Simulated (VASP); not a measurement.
Here is a VASP 6.6.1 calculation.

INCAR

```
SYSTEM = WC
PREC     = Accurate       ! precision mode
ENCUT    = 520            ! plane-wave cutoff, eV
EDIFF    = 1E-6           ! SCF threshold, eV
ISMEAR   = -1             ! smearing method
SIGMA    = 0.05           ! smearing width, eV
LREAL    = .False.        ! projectors in reciprocal space
LASPH    = .True.         ! aspherical terms in the spheres
NELM     = 60             ! most SCF steps
ALGO     = Normal         ! electronic algorithm
ISIF     = 2              ! what is computed and relaxed
LWAVE    = .False.        ! write WAVECAR
LCHARG   = .True.         ! write CHGCAR
GGA      = PS             ! functional
LELF     = .True.         ! ELF
LVHAR    = .True.       
NBANDS   = 16             ! bands
```

KPOINTS

```
regular mesh
0
Gamma
  10 10 10
  0 0 0
```

The input POSCAR:

```
WC
1.0
    0.0000000000      2.2072055093      2.2072055093
    2.2072055093      0.0000000000      2.2072055093
    2.2072055093      2.2072055093      0.0000000000
W C
1 1
Direct
    0.0000000000      0.0000000000      0.0000000000
    0.5000000000      0.5000000000      0.5000000000
```

Potentials or basis: VASP PAW PBE potentials, release 64 (W_sv, C).

Launch:

```bash
$ cat potpaw_PBE.64/W_sv/POTCAR potpaw_PBE.64/C/POTCAR > POTCAR
$ mpirun -np 1 vasp_std > vasp.out
```

Question: What does it give for the pressure?

Answer: -15.9 GPa.

Question: What does it give for the band gap on the k mesh?

Answer: Zero (band 9 reaches 12.96 eV, above the bottom of band 10 at 9.87 eV).

Caveat: the PAW data sets were made with another functional, which shifts forces and pressure a little; spin-orbit coupling is left out, which moves the levels of the heavy elements.
